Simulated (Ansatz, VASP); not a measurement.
CdSe: VASP beside Ansatz

```
Cd Se
1.0
     0.00000    3.07027    3.07027
     3.07027    0.00000    3.07027
     3.07027    3.07027    0.00000
Cd Se
1 1
Direct
  0.00000 0.00000 0.00000
  0.25000 0.25000 0.25000
```

Alike in both runs: functional RPBE; k mesh 8 × 8 × 8; occupations fermi-dirac, width 0.05 eV; no spin polarisation.

|  | VASP | Ansatz |
| --- | --- | --- |
| version | VASP 6.6.1 | Ansatz 0.2.0 |
| potentials or method | VASP PAW PBE potentials, release 64 (Cd, Se), cutoff 520 eV | all-electron LAPW, scalar-relativistic |
| task | single point | band structure |

|  | VASP | Ansatz | Ansatz less VASP |
| --- | --- | --- | --- |
| gap on the k mesh at the Fermi level (eV) | 0.72 | 0.73 | +0.006 |
| least direct gap on the mesh (eV) | 0.72 | 0.73 | +0.006 |
| pressure (GPa) | 3.5 | 3.2 | -0.26 |

VASP's potentials were made for PBE, not for RPBE. Ansatz ran all-electron here, and VASP with PAW potentials.
